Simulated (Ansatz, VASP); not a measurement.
**Two plane-wave programs on MgO**

File POSCAR:

```
MgO
1.0
    0.0000000000      2.1135000000      2.1135000000
    2.1135000000      0.0000000000      2.1135000000
    2.1135000000      2.1135000000      0.0000000000
Mg O
1 1
Direct
    0.0000000000      0.0000000000      0.0000000000
    0.5000000000      0.5000000000      0.5000000000
```

Contents of INCAR.step1:

```
SYSTEM = MgO
  PREC = Accurate
  ENCUT = 660
  ISMEAR = 0
  SIGMA = 0.1
  LREAL = .FALSE.
  LASPH = .TRUE.
  NELM = 120
  NBANDS = 11
  GGA = PE
  ALGO = Normal
  EDIFF = 1E-5
  LWAVE = .TRUE.
  LCHARG = .FALSE.
  GGA_COMPAT = .FALSE.
```

The input INCAR.step2:

```
SYSTEM = MgO
  PREC = Accurate
  ENCUT = 660
  EDIFF = 1E-6
  ISMEAR = 0
  SIGMA = 0.1
  LREAL = .FALSE.
  LASPH = .TRUE.
  NELM = 120
  ALGO = Normal
  ISIF = 2
  LWAVE = .FALSE.
  LCHARG = .TRUE.
  METAGGA = R2SCAN
  LMIXTAU = .TRUE.
  LELF = .TRUE.
  LVHAR = .TRUE.
  NBANDS = 11
  ISTART = 1
  GGA_COMPAT = .FALSE.
```

Contents of KPOINTS:

```
Automatic mesh
0
G
  9 9 9
  0 0 0
```

Input for Ansatz:

```yaml
crystal:
  lattice:
    - [0.0, 2.1135, 2.1135]
    - [2.1135, 0.0, 2.1135]
    - [2.1135, 2.1135, 0.0]
  atoms:
    - { symbol: Mg, position: [0.0, 0.0, 0.0] }
    - { symbol: O, position: [0.5, 0.5, 0.5] }
hamiltonian:
  xc: r2scan
  pseudopotentials: { kind: paw }
basis:
  ecutwfc: 500
kpoints:
  mp_grid: { grid: [9, 9, 9] }
scf:
  occupations: { method: gaussian, width: 0.1 }
  lower_state_search: "off"
  algorithm: density_mixing
  max_iter: 80
  mixing: { algorithm: anderson, ndim: 4, beta: 1.0, preconditioner: none }
output:
  forces: true
  stress: true
```

Alike in both runs: task single point; functional r2SCAN; k mesh 9 × 9 × 9; occupations gaussian, width 0.1 eV; no spin polarisation.

```csv
,VASP,Ansatz
version,VASP 6.6.1,Ansatz 0.2.0
potentials or method,"VASP PAW PBE potentials, release 64 (Mg, O), cutoff 660 eV","PAW, plane waves, scalar-relativistic"
valence electrons in the cell,8,16
```

Ansatz gave:

```
pressure (GPa) : -2.6
```

**Question.** What did VASP give for the same quantities?

**Answer.** Pressure (GPa): -4.0.

VASP's potentials were made for PBE, not for r2SCAN. VASP's potentials hold 8 valence electrons a cell and Ansatz's 16, so a difference there can come from the potentials and not from the codes.
